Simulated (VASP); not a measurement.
# Pd (Fm-3m) in VASP: further runs

Runs on Pd. Level: PBE. Tasks: single point, relaxation of cell and atoms.

Everything below comes from runs of VASP 6.6.1. Logs are shortened: lines on timing, memory, paths and dates and some standing lists are left out, and cuts for length are marked.

### Step 1. The cell of the first run

Symmetry: Fm-3m, No. 225, cubic system. The conventional cell has a = 3.947 Å, b = 3.947 Å, c = 3.947 Å, α = 90.00°, β = 90.00°, γ = 90.00°. Within 3.7 Å of Pd (site symmetry m-3m) lie 12 Pd at 2.79 Å.

### Step 2. Single point, PBE, collinear spin, ferromagnetic start

File INCAR:

```
SYSTEM = Pd
PREC = Accurate
ENCUT = 520
EDIFF = 1E-6
ISMEAR = -1
SIGMA = 0.05
LREAL = .FALSE.
LASPH = .TRUE.
NELM = 150
ALGO = Normal
ISIF = 2
LWAVE = .FALSE.
LCHARG = .FALSE.
ISPIN = 2
MAGMOM = 0.5
LORBIT = 11
LMAXMIX = 4
GGA = PE
NBANDS = 15
```

File KPOINTS:

```
Automatic mesh
0
G
  14 14 14
  0 0 0
```

File POSCAR:

```
Pd
1.0
    0.0000000000      1.9737080107      1.9737080107
    1.9737080107      0.0000000000      1.9737080107
    1.9737080107      1.9737080107      0.0000000000
Pd
1
Direct
    0.0000000000      0.0000000000      0.0000000000
```

Potentials or basis: VASP PAW PBE potentials, release 64 (Pd).

Run with:

```
$ cat potpaw_PBE.64/Pd/POTCAR > POTCAR
$ mpirun -np 1 vasp_std > vasp.out
```

OUTCAR:

```text
SYSTEM = Pd
   PREC = Accurate
   ENCUT = 520
   EDIFF = 1E-6
   ISMEAR = -1
   LREAL = .FALSE.
   LASPH = .TRUE.
   NELM = 150
   ISIF = 2
   ISPIN = 2
   LORBIT = 11
   GGA = PE

 ion  position               nearest neighbor table
   1  0.000  0.000  0.000-

  LATTYP: Found a face centered cubic cell.
 ALAT       =     3.9474160214

  Lattice vectors:

 A1 = (   0.0000000000,   1.9737080107,   1.9737080107)
 A2 = (   1.9737080107,   0.0000000000,   1.9737080107)
 A3 = (   1.9737080107,   1.9737080107,   0.0000000000)

Analysis of symmetry for initial positions (statically):
=====================================================================
 Subroutine PRICEL returns:
 Original cell was already a primitive cell.

 Routine SETGRP: Setting up the symmetry group for a
 face centered cubic supercell.

 Subroutine GETGRP returns: Found 48 space group operations
 (whereof 48 operations were pure point group operations)
 out of a pool of 48 trial point group operations.

The static configuration has the point symmetry O_h .

Analysis of symmetry for dynamics (positions and initial velocities):
=====================================================================
 Subroutine PRICEL returns:
 Original cell was already a primitive cell.

 Routine SETGRP: Setting up the symmetry group for a
 face centered cubic supercell.

 Subroutine GETGRP returns: Found 48 space group operations
 (whereof 48 operations were pure point group operations)
 out of a pool of 48 trial point group operations.

The dynamic configuration has the point symmetry O_h .

Analysis of structural, dynamic, and magnetic symmetry:
=====================================================================
 Subroutine PRICEL returns:
 Original cell was already a primitive cell.

 Routine SETGRP: Setting up the symmetry group for a
 face centered cubic supercell.

 Subroutine GETGRP returns: Found 48 space group operations
 (whereof 48 operations were pure point group operations)
 out of a pool of 48 trial point group operations.

The overall configuration has the point symmetry O_h .

 Subroutine INISYM returns: Found 48 space group operations
 (whereof 48 operations are pure point group operations),
 and found     1 'primitive' translations

----------------------------------------------------------------------------------------

                                     Primitive cell

  volume of cell :      15.3773

  direct lattice vectors                    reciprocal lattice vectors
     0.000000000  1.973708011  1.973708011    -0.253330278  0.253330278  0.253330278
     1.973708011  0.000000000  1.973708011     0.253330278 -0.253330278  0.253330278
     1.973708011  1.973708011  0.000000000     0.253330278  0.253330278 -0.253330278

  length of vectors
     2.791244637  2.791244637  2.791244637     0.438780913  0.438780913  0.438780913

  position of ions in fractional coordinates (direct lattice)
     0.000000000  0.000000000  0.000000000

  ion indices of the primitive-cell ions
   primitive index   ion index
                 1           1

----------------------------------------------------------------------------------------

 KPOINTS: Automatic mesh

Automatic generation of k-mesh.
 Grid dimensions read from file:
 generate k-points for:   14   14   14

 Generating k-lattice:

  Cartesian coordinates                     Fractional coordinates (reciprocal lattice)
    -0.018095020  0.018095020  0.018095020     0.071428571  0.000000000  0.000000000
     0.018095020 -0.018095020  0.018095020     0.000000000  0.071428571  0.000000000
     0.018095020  0.018095020 -0.018095020     0.000000000  0.000000000  0.071428571

  Length of vectors
     0.031341494  0.031341494  0.031341494

  Shift w.r.t. Gamma in fractional coordinates (k-lattice)
     0.000000000  0.000000000  0.000000000

 Subroutine IBZKPT returns following result:
 ===========================================

 Found    104 irreducible k-points:

 Following reciprocal coordinates:
            Coordinates               Weight
  0.000000  0.000000  0.000000      1.000000
  0.071429  0.000000  0.000000      8.000000
  0.142857  0.000000  0.000000      8.000000
  0.214286  0.000000  0.000000      8.000000
  0.285714  0.000000  0.000000      8.000000
  0.357143  0.000000  0.000000      8.000000
[... 16 lines left out ...]
  0.214286  0.142857  0.000000     24.000000
  0.285714  0.142857  0.000000     24.000000
 [... further k-points ...]
   k-points           NKPTS =    104   k-points in BZ     NKDIM =    104   number of bands    NBANDS=     15
   number of dos      NEDOS =    301   number of ions     NIONS =      1
   total plane-waves  NPLWV =  13824
   dimension x,y,z NGX =    24 NGY =   24 NGZ =   24
   dimension x,y,z NGXF=    48 NGYF=   48 NGZF=   48
   ions per type =               1
   NGX,Y,Z   is equivalent  to a cutoff of  14.29, 14.29, 14.29 a.u.
   NGXF,Y,Z  is equivalent  to a cutoff of  28.59, 28.59, 28.59 a.u.
 SYSTEM =  Pd
   PREC   = accura    normal or accurate (medium, high low for compatibility)
   ISTART =      0    job   : 0-new  1-cont  2-samecut
   ICHARG =      2    charge: 1-file 2-atom 10-const
   ISPIN  =      2    spin polarized calculation?
   LNONCOLLINEAR =      F non collinear calculations
   LSORBIT =      F    spin-orbit coupling
   LASPH  =      T    aspherical Exc in radial PAW
   ENCUT  =  520.0 eV  38.22 Ry    6.18 a.u.   5.19  5.19  5.19*2*pi/ulx,y,z
   NELM   =    150;   NELMIN=  2; NELMDL= -5     # of ELM steps
   EDIFF  = 0.1E-05   stopping-criterion for ELM
   LREAL  =      F    real-space projection
   EDIFFG = 0.1E-04   stopping-criterion for IOM
   NSW    =      0    number of steps for IOM
   IBRION =     -1    ionic relax: 0-MD 1-quasi-New 2-CG
   NFREE  =      0    steps in history (QN), initial steepest desc. (CG)
   ISIF   =      2    stress and relaxation
   ISYM   =      2    0-nonsym 1-usesym 2-fastsym
   POTIM  = 0.5000    time-step for ionic-motion
   TEBEG  =    0.0;   TEEND  =   0.0 temperature during run
   PSTRESS=    0.0 pullay stress
   NELECT =      10.0000    total number of electrons
   NUPDOWN=      -1.0000    fix difference up-down
   EMIN   =  10.00;   EMAX   =-10.00  energy-range for DOS
   EFERMI =   0.00;   METHOD = LEGACY
   ISMEAR =    -1;   SIGMA  =   0.05  broadening in eV -4-tet -1-fermi 0-gaus
   EFERMI_NEDOS =   21; number of points for ismear=-14 and -15
   IALGO  =     38    algorithm
   IMIX   =      4    mixing-type and parameters
     AMIX     =   0.40;   BMIX     =  1.00
     AMIX_MAG =   1.60;   BMIX_MAG =  1.00
  volume/ion in A,a.u.               =      15.38       103.77
  Fermi-wavevector in a.u.,A,eV,Ry     =   1.418345  2.680284 27.370881  2.011703
  Thomas-Fermi vector in A             =   2.539480
   LORBIT       =     11    0 simple, 1 ext, 2 COOP (PROOUT), +10 PAW based schemes
   GGA     = PE    functional components
   LHFCALC =     F    Hartree Fock is set to
   AEXX    =    0.0000 exact exchange contribution
   IVDW    =     0    specifies the selected vdW correction
   LEPSILON=     F    determine dielectric tensor
   LRPA    =     F    only Hartree local field effects (RPA)
 spin polarized calculation
  energy-cutoff  :      520.00
  volume of cell :       15.38
 maximum number of plane-waves:       428
 NGX is ok and might be reduce to    24
   NGX = 11   NGY = 11   NGZ = 11

 number of electron      10.0000000 magnetization       0.3988080

 Free energy of the ion-electron system (eV)
  ---------------------------------------------------
  ext. energy  EPLUGINS =         0.00000000
  ---------------------------------------------------
  free energy    TOTEN  =        -5.22194187 eV

  energy without entropy =       -5.20515377  energy(sigma->0) =       -5.21354782

 E-fermi :   9.1297     XC(G=0): -12.9264

 val. band max:        9.1262223558   @ k =  -0.3571   0.3571   0.0714
 cond. band min:       9.1516406469   @ k =   0.4286   0.0714   0.0000
 fundamental gap:      0.0254182911
 Fermi energy:         9.1296738346

 spin component 1

 k-point     1 :       0.0000    0.0000    0.0000
  band No.  band energies     occupation
      1       2.2576      1.00000
      2       6.2871      1.00000
      3       6.2871      1.00000
      4       6.2871      1.00000
      5       7.8146      1.00000
      6       7.8146      1.00000
      7      26.2547      0.00000
      8      30.7910      0.00000
      9      30.7910      0.00000
     10      30.7910      0.00000
     11      35.2099      0.00000
     12      36.0672      0.00000
     13      38.8302      0.00000
     14      38.8302      0.00000
     15      38.8302      0.00000

 k-point     2 :       0.0714    0.0000    0.0000
  band No.  band energies     occupation
      1       2.4358      1.00000
      2       6.2288      1.00000
      3       6.3465      1.00000
      4       6.3465      1.00000
      5       7.7875      1.00000
      6       7.7875      1.00000
      7      26.4198      0.00000
      8      29.6268      0.00000
      9      30.9794      0.00000
     10      30.9794      0.00000
     11      35.3007      0.00000
     12      36.5602      0.00000
     13      38.3759      0.00000
     14      38.3759      0.00000
     15      38.4584      0.00000
[... 365 lines left out ...]
      3       6.8020      1.00000
      4       6.8901      1.00000
      5       7.3929      1.00000
      6       8.1180      1.00000
      7      26.5854      0.00000
      8      27.7082      0.00000
      9      28.9761      0.00000
     10      30.0043      0.00000
     11      34.7972      0.00000
     12      35.7129      0.00000
     13      36.9291      0.00000
     14      37.1797      0.00000
     15      40.1017      0.00000

 k-point    24 :       0.2857    0.1429    0.0000
  band No.  band energies     occupation
      1       4.2767      1.00000
      2       5.5970      1.00000
      3       6.5960      1.00000
      4       6.9704      1.00000
      5       7.9676      1.00000
      6       8.3363      1.00000
      7      24.0682      0.00000
      8      27.4858      0.00000
      9      28.4045      0.00000
     10      30.3690      0.00000
     11      34.4980      0.00000
     12      35.5502      0.00000
     13      36.7899      0.00000
     14      37.1038      0.00000
     15      40.2296      0.00000

 [... further k-points ...]

 spin component 2

 k-point     1 :       0.0000    0.0000    0.0000
  band No.  band energies     occupation
      1       2.2908      1.00000
      2       6.5974      1.00000
      3       6.5974      1.00000
      4       6.5974      1.00000
      5       8.0710      1.00000
      6       8.0710      1.00000
      7      26.2686      0.00000
      8      30.8069      0.00000
      9      30.8069      0.00000
     10      30.8069      0.00000
     11      35.5738      0.00000
     12      36.1830      0.00000
     13      38.9082      0.00000
     14      38.9082      0.00000
     15      38.9082      0.00000

 k-point     2 :       0.0714    0.0000    0.0000
  band No.  band energies     occupation
      1       2.4691      1.00000
      2       6.5359      1.00000
      3       6.6574      1.00000
      4       6.6574      1.00000
      5       8.0432      1.00000
      6       8.0432      1.00000
      7      26.4386      0.00000
      8      29.6423      0.00000
      9      30.9983      0.00000
     10      30.9983      0.00000
     11      35.7957      0.00000
     12      36.5851      0.00000
     13      38.4619      0.00000
     14      38.4619      0.00000
     15      38.5177      0.00000
[... 365 lines left out ...]
      3       7.0935      1.00000
      4       7.2028      1.00000
      5       7.6496      1.00000
      6       8.3815      1.00000
      7      26.6395      0.00000
      8      27.7360      0.00000
      9      29.0375      0.00000
     10      30.0424      0.00000
     11      35.0394      0.00000
     12      36.0938      0.00000
     13      36.9887      0.00000
     14      37.2645      0.00000
     15      40.1793      0.00000

 k-point    24 :       0.2857    0.1429    0.0000
  band No.  band energies     occupation
      1       4.3546      1.00000
      2       5.8614      1.00000
      3       6.8601      1.00000
      4       7.2697      1.00000
      5       8.2313      1.00000
      6       8.6172      0.99996
      7      24.1467      0.00000
      8      27.5173      0.00000
      9      28.4758      0.00000
     10      30.4251      0.00000
     11      34.6496      0.00000
     12      36.0048      0.00000
     13      36.8398      0.00000
     14      37.1670      0.00000
     15      40.3144      0.00000

 [... further k-points ...]
[... 5 lines left out ...]
  --------------------------------------------------------------------------------------
  -------------------------------------------------------------------------------------
  Total       -0.0291151     -0.0291151     -0.0291151      0.0000000     -0.0000000      0.0000000
  in kB       -3.0335476     -3.0335476     -3.0335476      0.0000000     -0.0000000      0.0000000
  external PRESSURE =      -3.0335476 kB  Pullay stress =       0.0000000 kB

 VOLUME and BASIS-vectors are now :
 -----------------------------------------------------------------------------
  energy-cutoff  :      520.00
  volume of cell :       15.38
      direct lattice vectors                 reciprocal lattice vectors
     0.000000000  1.973708011  1.973708011    -0.253330278  0.253330278  0.253330278
     1.973708011  0.000000000  1.973708011     0.253330278 -0.253330278  0.253330278
     1.973708011  1.973708011  0.000000000     0.253330278  0.253330278 -0.253330278

 POSITION                                       TOTAL-FORCE (eV/Angst)
 -----------------------------------------------------------------------------------
      0.00000      0.00000      0.00000        -0.000000     -0.000000      0.000000
 -----------------------------------------------------------------------------------
    total drift:                               -0.000000      0.000000     -0.000000

  FREE ENERGIE OF THE ION-ELECTRON SYSTEM (eV)
  ---------------------------------------------------
  free  energy   TOTEN  =        -5.2219418727 eV

  energy  without entropy=       -5.2051537665  energy(sigma->0) =       -5.21354782

 total charge

# of ion       s       p       d       tot
------------------------------------------
    1        0.471   0.436   8.451   9.357

 magnetization (x)

# of ion       s       p       d       tot
------------------------------------------
    1        0.001  -0.005   0.402   0.398
```

Wall time 27 s (1 thread of Intel Xeon Platinum 8488C (Sapphire Rapids), shared host); peak memory 0.17 GiB.

What came out:

| Item | Value |
| --- | --- |
| Free energy | -5.2219 eV |
| Pressure | -0.3 GPa |
| Net moment | 0.40 μB per cell |
| Site moments | Pd +0.40 μB |
| Valence electrons inside the program's atomic spheres | Pd 9.36 |

Levels at points of the mesh, in eV from the Fermi level:
Spin up:
```csv
k point,band 2,band 3,band 4,band 5,band 6,band 7,band 8,band 9
"(0.00, 0.00, 0.00)",-2.84,-2.84,-2.84,-1.32,-1.32,17.13,21.66,21.66
"(0.50, 0.00, 0.00)",-2.86,-2.86,-0.22,-0.22,1.07,6.86,16.48,20.62
"(0.50, 0.50, 0.00)",-4.94,-0.23,0.05,0.05,3.31,10.24,12.93,12.93
```
Spin down:
```tsv
k point	band 1	band 2	band 3	band 4	band 5	band 6	band 7	band 8	band 9	band 10
(0.00, 0.00, 0.00)	-6.84	-2.53	-2.53	-2.53	-1.06	-1.06	17.14	21.68	21.68	21.68
(0.50, 0.00, 0.00)	-4.91	-2.60	-2.60	0.10	0.10	1.08	7.06	16.48	20.70	20.70
(0.50, 0.50, 0.00)	-5.00	-4.68	0.04	0.41	0.41	3.33	10.38	12.97	12.97	20.97
```

(Part 1 of 3 ends here.)
